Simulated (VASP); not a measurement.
# ClO (P4/mmm) in VASP: single point with PBEsol

Aim: the single point of ClO with PBEsol.

Program: VASP 6.6.1. These are calculated values, not measurements. Logs are shortened: lines on timing, memory, paths and dates and some standing lists are left out, and cuts for length are marked.

## 1. The cell of the first run

It takes space group P4/mmm (No. 123, tetragonal). The conventional cell has a = 3.185 Å, b = 3.185 Å, c = 3.233 Å, α = 90.00°, β = 90.00°, γ = 90.00°. Within 3.7 Å of Cl (site symmetry 4/mmm) lie 8 O at 2.77 Å and 6 Cl at 3.19 to 3.23 Å. O (site symmetry 4/mmm) has 8 Cl at 2.77 Å and 6 O at 3.19 to 3.23 Å within 3.7 Å.

## 2. Single point, PBEsol, collinear spin, ferromagnetic start (strain +0.0150 x Voigt [1, 0, 0, 0, 0, 0])

INCAR

```
SYSTEM = ClO
PREC = Accurate
ENCUT = 520
EDIFF = 1E-7
ISMEAR = 0
SIGMA = 0.15
LREAL = .FALSE.
LASPH = .TRUE.
NELM = 150
ALGO = Normal
ISIF = 2
LWAVE = .FALSE.
LCHARG = .TRUE.
ISPIN = 2
MAGMOM = 1.11 2.08
LORBIT = 11
GGA = PS
LELF = .TRUE.
LVHAR = .TRUE.
NBANDS = 18
```

KPOINTS

```
Automatic mesh
0
G
  16 16 16
  0 0 0
```

POSCAR

```
ClO
1.0
    3.2329950418      0.0000000000      0.0000000000
    0.0000000000      3.1852167900      0.0000000000
    0.0000000000      0.0000000000      3.1852167900
Cl O
1 1
Direct
    0.0000000000      0.0000000000      0.0000000000
    0.5000000000      0.5000000000      0.5000000000
```

Potentials or basis: VASP PAW PBE potentials, release 64 (Cl, O).

Command:

```console
$ cat potpaw_PBE.64/Cl/POTCAR potpaw_PBE.64/O/POTCAR > POTCAR
$ mpirun -np 1 vasp_std > vasp.out
```

OUTCAR:

```text
SYSTEM = ClO
   PREC = Accurate
   ENCUT = 520
   EDIFF = 1E-7
   ISMEAR = 0
   LREAL = .FALSE.
   LASPH = .TRUE.
   NELM = 150
   ISIF = 2
   ISPIN = 2
   LORBIT = 11
   GGA = PS

 ion  position               nearest neighbor table
   1  0.000  0.000  0.000-
   2  0.500  0.500  0.500-

  LATTYP: Found a simple tetragonal cell.
 ALAT       =     3.1852167900
 C/A-ratio  =     1.0150000000

  Lattice vectors:

 A1 = (   0.0000000000,   3.1852167900,   0.0000000000)
 A2 = (   0.0000000000,   0.0000000000,   3.1852167900)
 A3 = (   3.2329950418,   0.0000000000,   0.0000000000)

Analysis of symmetry for initial positions (statically):
=====================================================================
 Subroutine PRICEL returns:
 Original cell was already a primitive cell.

 Routine SETGRP: Setting up the symmetry group for a
 simple tetragonal supercell.

 Subroutine GETGRP returns: Found 16 space group operations
 (whereof 16 operations were pure point group operations)
 out of a pool of 16 trial point group operations.

The static configuration has the point symmetry D_4h.

Analysis of symmetry for dynamics (positions and initial velocities):
=====================================================================
 Subroutine PRICEL returns:
 Original cell was already a primitive cell.

 Routine SETGRP: Setting up the symmetry group for a
 simple tetragonal supercell.

 Subroutine GETGRP returns: Found 16 space group operations
 (whereof 16 operations were pure point group operations)
 out of a pool of 16 trial point group operations.

The dynamic configuration has the point symmetry D_4h.

Analysis of structural, dynamic, and magnetic symmetry:
=====================================================================
 Subroutine PRICEL returns:
 Original cell was already a primitive cell.

 Routine SETGRP: Setting up the symmetry group for a
 simple tetragonal supercell.

 Subroutine GETGRP returns: Found 16 space group operations
 (whereof 16 operations were pure point group operations)
 out of a pool of 16 trial point group operations.

The overall configuration has the point symmetry D_4h.

 Subroutine INISYM returns: Found 16 space group operations
 (whereof 16 operations are pure point group operations),
 and found     1 'primitive' translations

----------------------------------------------------------------------------------------

                                     Primitive cell

  volume of cell :      32.8007

  direct lattice vectors                    reciprocal lattice vectors
     3.232995042  0.000000000  0.000000000     0.309310713  0.000000000  0.000000000
     0.000000000  3.185216790  0.000000000     0.000000000  0.313950373  0.000000000
     0.000000000  0.000000000  3.185216790     0.000000000  0.000000000  0.313950373

  length of vectors
     3.232995042  3.185216790  3.185216790     0.309310713  0.313950373  0.313950373

  position of ions in fractional coordinates (direct lattice)
     0.000000000  0.000000000  0.000000000
     0.500000000  0.500000000  0.500000000

  ion indices of the primitive-cell ions
   primitive index   ion index
                 1           1
                 2           2

----------------------------------------------------------------------------------------

 KPOINTS: Automatic mesh

Automatic generation of k-mesh.
 Grid dimensions read from file:
 generate k-points for:   16   16   16

 Generating k-lattice:

  Cartesian coordinates                     Fractional coordinates (reciprocal lattice)
     0.019331920  0.000000000  0.000000000     0.062500000  0.000000000  0.000000000
     0.000000000  0.019621898  0.000000000     0.000000000  0.062500000  0.000000000
     0.000000000  0.000000000  0.019621898     0.000000000  0.000000000  0.062500000

  Length of vectors
     0.019331920  0.019621898  0.019621898

  Shift w.r.t. Gamma in fractional coordinates (k-lattice)
     0.000000000  0.000000000  0.000000000

 Subroutine IBZKPT returns following result:
 ===========================================

 Found    405 irreducible k-points:

 Following reciprocal coordinates:
            Coordinates               Weight
  0.000000  0.000000  0.000000      1.000000
  0.062500  0.000000  0.000000      2.000000
  0.125000  0.000000  0.000000      2.000000
  0.187500  0.000000  0.000000      2.000000
  0.250000  0.000000  0.000000      2.000000
  0.312500  0.000000  0.000000      2.000000
[... 16 lines left out ...]
  0.250000  0.125000  0.000000      8.000000
  0.312500  0.125000  0.000000      8.000000
 [... further k-points ...]
   k-points           NKPTS =    405   k-points in BZ     NKDIM =    405   number of bands    NBANDS=     18
   number of dos      NEDOS =    301   number of ions     NIONS =      2
   total plane-waves  NPLWV =  13824
   dimension x,y,z NGX =    24 NGY =   24 NGZ =   24
   dimension x,y,z NGXF=    48 NGYF=   48 NGZF=   48
   ions per type =               1   1
   NGX,Y,Z   is equivalent  to a cutoff of  12.34, 12.53, 12.53 a.u.
   NGXF,Y,Z  is equivalent  to a cutoff of  24.68, 25.05, 25.05 a.u.
 SYSTEM =  ClO
   PREC   = accura    normal or accurate (medium, high low for compatibility)
   ISTART =      0    job   : 0-new  1-cont  2-samecut
   ICHARG =      2    charge: 1-file 2-atom 10-const
   ISPIN  =      2    spin polarized calculation?
   LNONCOLLINEAR =      F non collinear calculations
   LSORBIT =      F    spin-orbit coupling
   LASPH  =      T    aspherical Exc in radial PAW
   ENCUT  =  520.0 eV  38.22 Ry    6.18 a.u.   6.01  5.92  5.92*2*pi/ulx,y,z
   NELM   =    150;   NELMIN=  2; NELMDL= -5     # of ELM steps
   EDIFF  = 0.1E-06   stopping-criterion for ELM
   LREAL  =      F    real-space projection
   EDIFFG = 0.1E-05   stopping-criterion for IOM
   NSW    =      0    number of steps for IOM
   IBRION =     -1    ionic relax: 0-MD 1-quasi-New 2-CG
   NFREE  =      0    steps in history (QN), initial steepest desc. (CG)
   ISIF   =      2    stress and relaxation
   ISYM   =      2    0-nonsym 1-usesym 2-fastsym
   POTIM  = 0.5000    time-step for ionic-motion
   TEBEG  =    0.0;   TEEND  =   0.0 temperature during run
   PSTRESS=    0.0 pullay stress
   NELECT =      13.0000    total number of electrons
   NUPDOWN=      -1.0000    fix difference up-down
   EMIN   =  10.00;   EMAX   =-10.00  energy-range for DOS
   EFERMI =   0.00;   METHOD = LEGACY
   ISMEAR =     0;   SIGMA  =   0.15  broadening in eV -4-tet -1-fermi 0-gaus
   EFERMI_NEDOS =   21; number of points for ismear=-14 and -15
   IALGO  =     38    algorithm
   IMIX   =      4    mixing-type and parameters
     AMIX     =   0.40;   BMIX     =  1.00
     AMIX_MAG =   1.60;   BMIX_MAG =  1.00
  volume/ion in A,a.u.               =      16.40       110.68
  Fermi-wavevector in a.u.,A,eV,Ry     =   1.202527  2.272447 19.675002  1.446072
  Thomas-Fermi vector in A             =   2.338306
   LORBIT       =     11    0 simple, 1 ext, 2 COOP (PROOUT), +10 PAW based schemes
   GGA     = PS    functional components
   LHFCALC =     F    Hartree Fock is set to
   AEXX    =    0.0000 exact exchange contribution
   IVDW    =     0    specifies the selected vdW correction
   LEPSILON=     F    determine dielectric tensor
   LRPA    =     F    only Hartree local field effects (RPA)
 spin polarized calculation
 Gauss-broadening in eV      SIGMA  =   0.15
  energy-cutoff  :      520.00
  volume of cell :       32.80
 maximum number of plane-waves:       912
   NGX = 13   NGY = 11   NGZ = 11

 number of electron      12.9999994 magnetization       2.9993372

 Free energy of the ion-electron system (eV)
  ---------------------------------------------------
  ext. energy  EPLUGINS =         0.00000000
  ---------------------------------------------------
  free energy    TOTEN  =        -4.04381382 eV

  energy without entropy =       -4.03231197  energy(sigma->0) =       -4.03806289

 E-fermi :   0.7639     XC(G=0):  -9.9235

 val. band max:        0.7638176194   @ k =   0.3125   0.3750   0.3750
 cond. band min:       0.7696932302   @ k =   0.0625   0.4375   0.2500
 fundamental gap:      0.0058756109
 Fermi energy:         0.7638878158

 spin component 1

 k-point     1 :       0.0000    0.0000    0.0000
  band No.  band energies     occupation
      1     -17.8253      1.00000
      2     -13.5274      1.00000
      3      -2.7880      1.00000
      4      -2.6842      1.00000
      5      -2.6842      1.00000
      6       0.5404      0.98246
[... 10 lines left out ...]
     17      24.1699      0.00000
     18      24.4282      0.00000
[... 463 lines left out ...]
 k-point    24 :       0.3125    0.1250    0.0000
  band No.  band energies     occupation
      1     -17.4950      1.00000
      2     -13.6666      1.00000
      3      -3.2985      1.00000
      4      -2.2529      1.00000
      5      -2.2518      1.00000
      6      -1.3233      1.00000
[... 10 lines left out ...]
     17      22.8189      0.00000
     18      24.9009      0.00000

 [... further k-points ...]

 spin component 2

 k-point     1 :       0.0000    0.0000    0.0000
  band No.  band energies     occupation
      1     -15.1520      1.00000
      2     -11.7954      1.00000
      3      -0.5479      1.00000
      4      -0.3866      1.00000
      5      -0.3866      1.00000
      6       2.7079      0.00000
[... 10 lines left out ...]
     17      25.1079      0.00000
     18      25.3455      0.00000
[... 463 lines left out ...]
 k-point    24 :       0.3125    0.1250    0.0000
  band No.  band energies     occupation
      1     -14.5095      1.00000
      2     -12.2612      1.00000
      3      -1.5046      1.00000
      4       0.0899      1.00000
      5       0.3662      0.99991
      6       0.8337      0.25506
[... 10 lines left out ...]
     17      23.4619      0.00000
     18      25.5414      0.00000

 [... further k-points ...]

------------------------ aborting loop because EDIFF is reached ----------------------------------------

  FORCE on cell =-STRESS in cart. coord.  units (eV):
  Direction    XX          YY          ZZ          XY          YZ          ZX
  --------------------------------------------------------------------------------------
  -------------------------------------------------------------------------------------
  Total       -0.6741527     -0.6201030     -0.6201030     -0.0000000      0.0000000     -0.0000000
  in kB      -32.9295544    -30.2894475    -30.2894475     -0.0000000      0.0000000     -0.0000000
  external PRESSURE =     -31.1694832 kB  Pullay stress =       0.0000000 kB

 VOLUME and BASIS-vectors are now :
 -----------------------------------------------------------------------------
  energy-cutoff  :      520.00
  volume of cell :       32.80
      direct lattice vectors                 reciprocal lattice vectors
     3.232995042  0.000000000  0.000000000     0.309310713  0.000000000  0.000000000
     0.000000000  3.185216790  0.000000000     0.000000000  0.313950373  0.000000000
     0.000000000  0.000000000  3.185216790     0.000000000  0.000000000  0.313950373

 POSITION                                       TOTAL-FORCE (eV/Angst)
 -----------------------------------------------------------------------------------
      0.00000      0.00000      0.00000         0.000000      0.000000      0.000000
      1.61650      1.59261      1.59261         0.000000      0.000000      0.000000
 -----------------------------------------------------------------------------------
    total drift:                                0.000000      0.000000     -0.000000

  FREE ENERGIE OF THE ION-ELECTRON SYSTEM (eV)
  ---------------------------------------------------
  free  energy   TOTEN  =        -4.0438138196 eV

  energy  without entropy=       -4.0323119678  energy(sigma->0) =       -4.03806289

 total charge

# of ion       s       p       d       tot
------------------------------------------
    1        1.630   3.218   0.000   4.848
    2        1.632   2.913   0.000   4.545
--------------------------------------------------
tot          3.262   6.131   0.000   9.393

 magnetization (x)

# of ion       s       p       d       tot
------------------------------------------
    1        0.019   0.886   0.000   0.904
    2        0.017   1.586   0.000   1.603
--------------------------------------------------
tot          0.036   2.472   0.000   2.508
```

Wall time 94 s (1 thread of Intel Xeon 6975P-C (Granite Rapids), shared host); peak memory 0.4 GiB.

Results:

```yaml
Free_energy: -4.0438 eV
Pressure: -3.1 GPa
Band_gap_on_the_k_mesh: zero (filled and empty bands overlap)
Net_moment: 3.00 μB per cell
Site_moments: Cl +0.90; O +1.60 μB
Valence_electrons_inside_the_program's_atomic_spheres: Cl 4.85; O 4.54
```

Stress tensor (GPa, compression positive):
```
-3.29  0.00  0.00
 0.00 -3.03  0.00
 0.00  0.00 -3.03
```

Levels at points of the mesh, in eV from the Fermi level:
Spin up:
```
           k point  band 6  band 7  band 8  band 9  band 10  band 11
(0.00, 0.00, 0.00)   -0.22   -0.18   -0.18    9.42     9.53    10.20
(0.50, 0.00, 0.00)   -2.84   -0.77   -0.77   11.17    11.86    15.24
(0.00, 0.50, 0.00)   -2.83   -0.86   -0.74   11.21    11.94    14.98
(0.50, 0.50, 0.00)   -0.89   -0.82   -0.45    9.75    11.48    14.17
(0.00, 0.50, 0.50)   -0.91   -0.91   -0.53    9.63    11.43    13.97
(0.50, 0.50, 0.50)   -2.87   -2.87   -2.75   11.63    11.81    11.81
```
Spin down:
```
           k point  band 3  band 4  band 5  band 6  band 7  band 8
(0.00, 0.00, 0.00)   -1.31   -1.15   -1.15    1.94    1.96    1.96
(0.50, 0.00, 0.00)   -2.11   -0.38    0.38    0.38    0.38    0.38
(0.00, 0.50, 0.00)   -2.20   -0.43    0.27    0.32    0.40    0.41
(0.50, 0.50, 0.00)   -3.70   -3.65    0.60    0.73    1.67    1.70
(0.00, 0.50, 0.50)   -3.65   -3.65    0.55    0.64    1.62    1.62
(0.50, 0.50, 0.50)   -1.87   -1.87   -1.77   -0.84   -0.84   -0.80
```

Caveat: the cell differs from its parent crystal (strain +0.0150 x Voigt [1, 0, 0, 0, 0, 0]); the cell stands under tension; the PAW data sets were made with another functional, which shifts forces and pressure a little.
